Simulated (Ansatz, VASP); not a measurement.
## TaSBr: VASP beside Ansatz

```
Ta S Br
1.0
     3.40063    0.00000    0.00000
     0.00000    3.40063    0.00000
     0.00000    0.00000    6.87924
Ta S Br
1 1 1
Direct
  0.00000 0.00000 0.50000
  0.50000 0.50000 0.50000
  0.50000 0.50000 0.00000
```

Alike in both runs: functional PBE; k mesh 6 × 6 × 2; occupations gaussian, width 0.1 eV; collinear spin.

Ansatz relaxed the structure, and its values are those at the end. VASP's run is a single point on that final structure, the one shown.

|  | VASP | Ansatz |
| --- | --- | --- |
| version | VASP 6.6.1 | Ansatz 0.2.0 |
| potentials or method | VASP PAW PBE potentials, release 64 (Ta_pv, S, Br), cutoff 500 eV | scalar-relativistic, plane waves, PAW |
| valence electrons in the cell | 24 | 26 |

VASP gave:

```
gap on the k mesh at the Fermi level (eV)                     : none
pressure (GPa)                                                : 0.1
net moment per atom (μB)                                      : 0.48
size of the moment on the site where the two differ most (μB) : 0.88
```

Task: Which values does Ansatz return?

Result: gap on the k mesh at the Fermi level (eV): none; pressure (GPa): 0.1; net moment per atom (μB): 0.48; size of the moment on the site where the two differ most (μB): 0.64.

Site moments also hang on the region over which each program counts them. A gap of «none» marks a metal or a gap that the smearing closes. VASP's potentials hold 24 valence electrons a cell and Ansatz's 26, so a difference there can come from the potentials and not from the codes.

The k mesh is coarse, so the values compare programs but aren't converged. Neither program's run includes spin-orbit coupling.
